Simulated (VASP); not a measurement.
# Nb (P6_3/mmc) in VASP: notebook, part 2 of 2

VASP 6.6.1. Earlier steps stand in the parts before.

**3. Single point, PBEsol**

This run uses another cell than the first one: it holds 4 atoms, not 2.

The input, INCAR:

```
ALGO = Normal ; EDIFF = 1E-6
ENCUT = 520 ; GGA = PS
ISIF = 2 ; ISMEAR = 0
LASPH = T ; LCHARG = F
LREAL = F ; LWAVE = F
NBANDS = 34 ; NELM = 60
PREC = Accurate ; SIGMA = 0.1
```

The input, KPOINTS:

```
k-points
0
Gamma
  6 6 2
```

The input, POSCAR:

```
Nb
1.0
    2.8052217306      0.0000000000      0.0000000000
   -1.4026108653      2.4293932820      0.0000000000
    0.0000000000      0.0000000000     10.5070719009
Nb
4
Direct
    0.0000000000      0.0000000000      0.0000000000
    0.0000000000      0.0000000000      0.5000000000
    0.3333333333      0.6666666667      0.7500000000
    0.6666666667      0.3333333333      0.2500000000
```

Potentials or basis: VASP PAW PBE potentials, release 64 (Nb_sv).

Run with:

```sh
$ cat potpaw_PBE.64/Nb_sv/POTCAR > POTCAR
$ mpirun -np 1 vasp_std > vasp.out
```

OUTCAR:

```text
EDIFF = 1E-6
   ENCUT = 520
   GGA = PS
   ISIF = 2
   ISMEAR = 0
   LASPH = T
   LREAL = F
   NELM = 60
   PREC = Accurate

 ion  position               nearest neighbor table
   1  0.000  0.000  0.000-
   2  0.000  0.000  0.500-
   3  0.333  0.667  0.750-
   4  0.667  0.333  0.250-

  LATTYP: Found a hexagonal cell.
 ALAT       =     2.8052217306
 C/A-ratio  =     3.7455406060

  Lattice vectors:

 A1 = (   2.8052217306,   0.0000000000,   0.0000000000)
 A2 = (  -1.4026108653,   2.4293932820,   0.0000000000)
 A3 = (   0.0000000000,   0.0000000000,  10.5070719009)

Analysis of symmetry for initial positions (statically):
=====================================================================
 Subroutine PRICEL returns:
 Original cell was already a primitive cell.

 Routine SETGRP: Setting up the symmetry group for a
 hexagonal supercell.

 Subroutine GETGRP returns: Found 24 space group operations
 (whereof 12 operations were pure point group operations)
 out of a pool of 24 trial point group operations.

The static configuration has the point symmetry D_3d.
 The point group associated with its full space group is D_6h.

Analysis of symmetry for dynamics (positions and initial velocities):
=====================================================================
 Subroutine PRICEL returns:
 Original cell was already a primitive cell.

 Routine SETGRP: Setting up the symmetry group for a
 hexagonal supercell.

 Subroutine GETGRP returns: Found 24 space group operations
 (whereof 12 operations were pure point group operations)
 out of a pool of 24 trial point group operations.
[... 106 lines left out ...]
   NELECT =      52.0000    total number of electrons
   NUPDOWN=      -1.0000    fix difference up-down
   EMIN   =  10.00;   EMAX   =-10.00  energy-range for DOS
   EFERMI =   0.00;   METHOD = LEGACY
   ISMEAR =     0;   SIGMA  =   0.10  broadening in eV -4-tet -1-fermi 0-gaus
   EFERMI_NEDOS =   21; number of points for ismear=-14 and -15
   IALGO  =     38    algorithm
   IMIX   =      4    mixing-type and parameters
     AMIX     =   0.40;   BMIX     =  1.00
     AMIX_MAG =   1.60;   BMIX_MAG =  1.00
  volume/ion in A,a.u.               =      17.90       120.80
  Fermi-wavevector in a.u.,A,eV,Ry     =   1.471500  2.780732 29.460876  2.165313
  Thomas-Fermi vector in A             =   2.586629
   LORBIT       =      0    0 simple, 1 ext, 2 COOP (PROOUT), +10 PAW based schemes
   GGA     = PS    functional components
   LHFCALC =     F    Hartree Fock is set to
   AEXX    =    0.0000 exact exchange contribution
   IVDW    =     0    specifies the selected vdW correction
   LEPSILON=     F    determine dielectric tensor
   LRPA    =     F    only Hartree local field effects (RPA)
 non-spin polarized calculation
 Gauss-broadening in eV      SIGMA  =   0.10
  energy-cutoff  :      520.00
  volume of cell :       71.61
 maximum number of plane-waves:      1944
 NGX is ok and might be reduce to    24

 number of electron      52.0000004 magnetization

 Free energy of the ion-electron system (eV)
  ---------------------------------------------------
  ext. energy  EPLUGINS =         0.00000000
  ---------------------------------------------------
  free energy    TOTEN  =       -42.65769317 eV

  energy without entropy =      -42.63309446  energy(sigma->0) =      -42.64539381

 E-fermi :  11.5429     XC(G=0): -12.6364

 val. band max:       11.5197995584   @ k =   0.1667  -0.0000   0.5000
 cond. band min:      11.5469314188   @ k =   0.3333   0.1667   0.0000
 fundamental gap:      0.0271318605
 Fermi energy:        11.5428542265

 k-point     1 :       0.0000    0.0000    0.0000
  band No.  band energies     occupation
      1     -43.1086      2.00000
      2     -43.0642      2.00000
      3     -43.0102      2.00000
      4     -42.9648      2.00000
      5     -19.6709      2.00000
      6     -19.2129      2.00000
[... 507 lines left out ...]
     33      15.4211      0.00000
     34      15.5721      0.00000

------------------------ aborting loop because EDIFF is reached ----------------------------------------

  FORCE on cell =-STRESS in cart. coord.  units (eV):
  Direction    XX          YY          ZZ          XY          YZ          ZX
  --------------------------------------------------------------------------------------
  -------------------------------------------------------------------------------------
  Total       -0.1430478     -0.1430478     -0.2157898      0.0000000      0.0000000     -0.0000000
  in kB       -3.2007008     -3.2007008     -4.8283060      0.0000000      0.0000000     -0.0000000
  external PRESSURE =      -3.7432358 kB  Pullay stress =       0.0000000 kB

 VOLUME and BASIS-vectors are now :
 -----------------------------------------------------------------------------
  energy-cutoff  :      520.00
  volume of cell :       71.61
      direct lattice vectors                 reciprocal lattice vectors
     2.805221731  0.000000000  0.000000000     0.356478060  0.205812704  0.000000000
    -1.402610865  2.429393282  0.000000000     0.000000000  0.411625408  0.000000000
     0.000000000  0.000000000 10.507071901     0.000000000  0.000000000  0.095173994

 POSITION                                       TOTAL-FORCE (eV/Angst)
 -----------------------------------------------------------------------------------
      0.00000      0.00000      0.00000         0.000000      0.000000      0.000000
      0.00000      0.00000      5.25354        -0.000000      0.000000      0.000000
     -0.00000      1.61960      7.88030         0.000000      0.000000      0.000000
      1.40261      0.80980      2.62677        -0.000000     -0.000000     -0.000000
 -----------------------------------------------------------------------------------
    total drift:                                0.000000      0.000000     -0.000000

  FREE ENERGIE OF THE ION-ELECTRON SYSTEM (eV)
  ---------------------------------------------------
  free  energy   TOTEN  =       -42.6576931652 eV

  energy  without entropy=      -42.6330944565  energy(sigma->0) =      -42.64539381
```

stdout:

```text
POSCAR found type information on POSCAR Nb
 POSCAR found :  1 types and       4 ions
 scaLAPACK will be used
 -----------------------------------------------------------------------------
|                                                                             |
|                                                                             |
|     You enforced a specific xc type in the INCAR file but a different       |
|     I HOPE YOU KNOW WHAT YOU ARE DOING!                                     |
|                                                                             |
 -----------------------------------------------------------------------------

 LDA part: xc-table for (Slater+PW92), standard interpolation
 POSCAR, INCAR and KPOINTS ok, starting setup
 FFT: planning ... GRIDC
 FFT: planning ... GRID_SOFT
 FFT: planning ... GRID
 WAVECAR not read
 entering main loop
```

It took 21 s on 1 thread of Intel Xeon 6975P-C (Granite Rapids), shared host; peak memory 0.2 GiB.

Results:

* Free energy: -42.6577 eV
* Pressure: -0.4 GPa
* Band gap on the k mesh: zero (band 26 reaches 12.56 eV, above the bottom of band 27 at 11.04 eV)

Levels at points of the mesh, in eV from the Fermi level:
| k point | band 22 | band 23 | band 24 | band 25 | band 26 | band 27 | band 28 | band 29 |
| --- | --- | --- | --- | --- | --- | --- | --- | --- |
| (0.00, 0.00, 0.00) | -1.50 | -1.32 | 0.25 | 0.25 | 0.30 | 0.35 | 0.35 | 0.54 |
| (0.50, 0.00, 0.00) | -2.54 | -2.43 | -1.49 | 0.06 | 0.29 | 0.85 | 2.31 | 2.36 |
| (0.00, 0.00, 0.50) | -1.46 | -0.56 | -0.56 | 0.31 | 0.31 | 0.31 | 0.31 | 0.57 |
| (0.50, 0.00, 0.50) | -3.34 | -1.66 | -1.66 | 1.02 | 1.02 | 1.25 | 1.25 | 1.50 |

Caveat: the k points lie up to 0.43 Å⁻¹ apart; the PAW data sets were made with another functional, which shifts forces and pressure a little.

**4. Single point, PBEsol**

This run uses another cell than the first one: it holds 4 atoms, not 2.

The input, INCAR:

```
SYSTEM = Nb
  PREC = Accurate
  ENCUT = 520
  EDIFF = 1E-6
  ISMEAR = 0
  SIGMA = 0.1
  LREAL = .False.
  LASPH = .True.
  NELM = 100
  ALGO = Normal
  ISIF = 2
  LWAVE = .False.
  LCHARG = .False.
  GGA = PS
  NBANDS = 34
```

The input, KPOINTS:

```
Automatic mesh
0
Gamma
  6 6 2
  0 0 0
```

The input, POSCAR:

```
Nb
1.0
    3.0357324363      0.0000000000      0.0000000000
   -1.5178662181      2.6290214089      0.0000000000
    0.0000000000      0.0000000000      9.7908362781
Nb
4
Direct
    0.0000000000      0.0000000000      0.0000000000
    0.0000000000      0.0000000000      0.5000000000
    0.3333333333      0.6666666667      0.7500000000
    0.6666666667      0.3333333333      0.2500000000
```

Run with:

```sh
$ cat potpaw_PBE.64/Nb_sv/POTCAR > POTCAR
$ mpirun -np 1 vasp_std > vasp.out
```

It took 17 s on 1 thread of Intel Xeon 6975P-C (Granite Rapids), shared host; peak memory 0.2 GiB.

Results (log left out):

| Quantity | Value |
| --- | --- |
| Free energy | -42.1737 eV |
| Pressure | -12.0 GPa |
| Band gap on the k mesh | zero (band 26 reaches 10.64 eV, above the bottom of band 27 at 9.87 eV) |

Stress tensor (GPa, compression positive):
```
-13.46   0.00   0.00
  0.00 -13.46   0.00
  0.00   0.00  -9.22
```

Levels at points of the mesh, in eV from the Fermi level:
| k point | band 24 | band 25 | band 26 | band 27 | band 28 | band 29 |
| --- | --- | --- | --- | --- | --- | --- |
| (0.00, 0.00, 0.00) | -0.11 | -0.10 | -0.10 | 0.16 | 0.46 | 0.46 |
| (0.50, 0.00, 0.00) | -0.84 | -0.36 | -0.19 | 0.67 | 1.55 | 1.64 |
| (0.00, 0.00, 0.50) | 0.02 | 0.02 | 0.02 | 0.23 | 0.23 | 0.27 |
| (0.50, 0.00, 0.50) | -0.74 | 0.28 | 0.28 | 0.56 | 0.56 | 1.42 |

Caveat: the k points lie up to 0.40 Å⁻¹ apart; the PAW data sets were made with another functional, which shifts forces and pressure a little.

**5. The runs side by side**

```csv
task,cell,k mesh,cutoff (eV),gap on the mesh (eV),pressure (GPa)
relaxation of cell and atoms,"relaxed from a = 2.801, b = 2.801, c = 5.258 Å, angles 90.0, 90.0, 120.0°, 2 atoms",9 × 9 × 4,500,none,0.0
single point,"a = 2.805, b = 2.805, c = 10.507 Å, angles 90.0, 90.0, 120.0°, 4 atoms",6 × 6 × 2,520,none,-0.4
single point,"a = 3.036, b = 3.036, c = 9.791 Å, angles 90.0, 90.0, 120.0°, 4 atoms",6 × 6 × 2,520,none,-12.0
```

Alike in all rows: level PBEsol; potentials or basis VASP PAW PBE potentials, release 64 (Nb_sv); no spin polarisation; smearing gaussian 0.1 eV.

Caveats: some runs use coarse meshes; the PAW data sets were made with another functional, which shifts forces and pressure a little.

Total energies depend on the potentials used, so only differences within one code and one set of settings carry meaning.
